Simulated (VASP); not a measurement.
Here is a VASP 6.6.1 calculation.

INCAR

```
SYSTEM = TiSiTe4
PREC = Accurate
ENCUT = 520
EDIFF = 1E-6
ISMEAR = 0
SIGMA = 0.1
LREAL = .False.
LASPH = .True.
NELM = 60
ALGO = Normal
ISIF = 2
LWAVE = .False.
LCHARG = .False.
GGA = PE
NBANDS = 29
```

Contents of KPOINTS:

```
Automatic mesh
0
Gamma
  4 4 4
  0 0 0
```

The input POSCAR:

```
TiSiTe4
1.0
    3.0685146600     -3.6557699400      0.0000000000
    3.0685146600      3.6557699400      0.0000000000
    0.0000000000      0.0000000000      6.1430181100
Ti Si Te
1 1 4
Direct
    0.0000000000      0.0000000000      0.0000000000
    0.5000000000      0.5000000000      0.5000000000
    0.6040390100      0.3959609900      0.0000000000
    0.1042140100      0.8957859900      0.5000000000
    0.8957859900      0.1042140100      0.5000000000
    0.3959609900      0.6040390100      0.0000000000
```

Potentials or basis: VASP PAW PBE potentials, release 64 (Ti_sv, Si, Te).

The run is started by

```bash
$ cat potpaw_PBE.64/Ti_sv/POTCAR potpaw_PBE.64/Si/POTCAR potpaw_PBE.64/Te/POTCAR > POTCAR
$ mpirun -np 1 vasp_std > vasp.out
```

Problem. Estimate the largest force.

Solution. 154.405 eV/Å.

Problem. Estimate the band gap on the k mesh.

Solution. Zero (band 20 reaches 10.10 eV, above the bottom of band 21 at 9.41 eV).

Problem. Predict the pressure.

Solution. 182.2 GPa.

Forces in eV/Å, atoms in the order of the input:
```
Ti     0.000    0.000    0.000
Si     0.000    0.000    0.000
Te     0.000 -154.405    0.000
Te     0.000 -153.441    0.000
Te     0.000  153.441    0.000
Te     0.000  154.405    0.000
```

Caveat: spin-orbit coupling is left out, which moves the levels of the heavy elements; forces of over 1 eV/Å act on the atoms, so gaps and moduli don't describe the material at rest.
